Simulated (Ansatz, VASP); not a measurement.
**Ir: VASP beside Ansatz**

File INCAR:

```
SYSTEM = Ir
PREC = Accurate
ENCUT = 520
EDIFF = 1E-6
ISMEAR = 0
SIGMA = 0.15
LREAL = .False.
LASPH = .True.
NELM = 100
ALGO = Fast
ISIF = 2
LWAVE = .False.
LCHARG = .True.
GGA = PE
LELF = .True.
LVHAR = .True.
NBANDS = 10
```

KPOINTS

```
Automatic mesh
0
Gamma
  22 22 22
  0 0 0
```

The input POSCAR:

```
Ir
1.0
    0.0000000000      1.8895973821      2.0946186981
    1.8895973821      0.0000000000      2.0946186981
    1.8895973821      1.8895973821      0.0000000000
Ir
1
Direct
    0.0000000000      0.0000000000      0.0000000000
```

Input for Ansatz:

```yaml
crystal:
  lattice:
    - [0.0, 1.8895973821, 2.0946186981]
    - [1.8895973821, 0.0, 2.0946186981]
    - [1.8895973821, 1.8895973821, 0.0]
  atoms:
    - { symbol: Ir, position: [0.0, 0.0, 0.0] }
basis:
  ecutwfc: 420
kpoints:
  mp_grid: { grid: [22, 22, 22] }
hamiltonian:
  xc: pbe
  pseudopotentials: { kind: paw, azcp: { folder: soft_1 } }
scf:
  occupations: { method: gaussian, width: 0.15 }
output:
  forces: true
  stress: true
  eigenvalues: true
```

Alike in both runs: task single point; functional PBE; k mesh 22 × 22 × 22; occupations gaussian, width 0.15 eV; no spin polarisation.

```csv
,VASP,Ansatz
version,VASP 6.6.1,Ansatz 0.2.0
potentials or method,"VASP PAW PBE potentials, release 64 (Ir), cutoff 520 eV","scalar-relativistic, plane waves, PAW"
valence electrons in the cell,9,17
```

|  | VASP | Ansatz | Ansatz less VASP |
| --- | --- | --- | --- |
| gap on the k mesh at the Fermi level (eV) | none | none | - |
| pressure (GPa) | -7.7 | -7.6 | +0.10 |
| traceless stress, the component that is largest in VASP (GPa) | -22.02 | -22.14 | -0.125 |

A gap of «none» marks a metal or a gap that the smearing closes. VASP's potentials hold 9 valence electrons a cell and Ansatz's 17, so a difference there can come from the potentials and not from the codes.

Neither program's run includes spin-orbit coupling.
